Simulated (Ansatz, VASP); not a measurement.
**Two plane-wave programs on WC**

```
W C
1.0
     2.91014    0.00000    0.00000
    -1.45507    2.52025    0.00000
     0.00000    0.00000    2.83840
W C
1 1
Direct
  0.00000 0.00000 0.00000
  0.66667 0.33333 0.50000
```

Change from the starting cell: volume scaled by 1.01, PAW files.

Alike in both runs: task electric field gradients; functional PBEsol; k mesh 14 × 14 × 13; occupations fermi-dirac, width 0.05 eV; no spin polarisation.

|  | VASP | Ansatz |
| --- | --- | --- |
| version | VASP 6.6.1 | Ansatz 0.2.0 |
| potentials or method | VASP PAW PBE potentials, release 64 (W_sv, C) | PAW with Ansatz's default frozen-core files, scalar-relativistic |
| plane-wave cutoff (eV) | 520 | 420 |
| valence electrons in the cell | 18 | 18 |

|  | VASP | Ansatz | Ansatz less VASP |
| --- | --- | --- | --- |
| pressure (GPa) | -3.5 | -4.7 | -1.22 |
| traceless stress, the component that is largest in VASP (GPa) | -0.04 | -0.27 | -0.230 |
| size of Vzz on the site where it differs most (V/Å²) | 138.4 | 133.8 | -4.60 |

VASP's potentials were made for PBE, not for PBEsol.

Spin-orbit coupling is off throughout.
